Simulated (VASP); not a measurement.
Input of a VASP 6.6.1 run:

The input INCAR:

```
PREC = Accurate
ENCUT = 600
EDIFF = 1E-6
ISMEAR = -1
SIGMA = 0.05
LREAL = F
LASPH = T
NELM = 60
ALGO = Normal
ISIF = 3
LWAVE = F
LCHARG = F
GGA = PS
IVDW = 13
IBRION = 2
NSW = 60
EDIFFG = -0.01
```

Contents of KPOINTS:

```
Automatic mesh
0
Gamma
  6 6 9
```

File POSCAR:

```
TaN
1.0
    5.1960000000      0.0000000000      0.0000000000
   -2.5980000000      4.4998679981      0.0000000000
    0.0000000000      0.0000000000      2.9110000000
Ta N
3 3
Direct
    0.0000000000      0.0000000000      0.0000000000
    0.6666666667      0.3333333333      0.5000000000
    0.3333333333      0.6666666667      0.5000000000
    0.0000000000      0.3928500000      0.0000000000
    0.6071500000      0.6071500000      0.0000000000
    0.3928500000      0.0000000000      0.0000000000
```

Potentials or basis: VASP PAW PBE potentials, release 64 (Ta_pv, N).

Command:

```console
$ cat potpaw_PBE.64/Ta_pv/POTCAR potpaw_PBE.64/N/POTCAR > POTCAR
$ mpirun -np 1 vasp_std > vasp.out
```

Predict the dispersion energy per atom.

-0.176 eV.

Estimate the band gap on the k mesh.

zero (band 24 reaches 10.20 eV, above the bottom of band 25 at 6.98 eV).

What does it give for the relaxed cell?

a = 5.172 Å, b = 5.172 Å, c = 2.888 Å, α = 90.00°, β = 90.00°, γ = 120.00°.

Forces in eV/Å, atoms in the order of the input:
```
Ta   0.000  0.000  0.000
Ta   0.000  0.000  0.000
Ta   0.000  0.000  0.000
N   -0.002  0.003  0.000
N   -0.002 -0.003  0.000
N    0.003  0.000  0.000
```

Caveat: the PAW data sets were made with another functional, which shifts forces and pressure a little; spin-orbit coupling is left out, which moves the levels of the heavy elements.
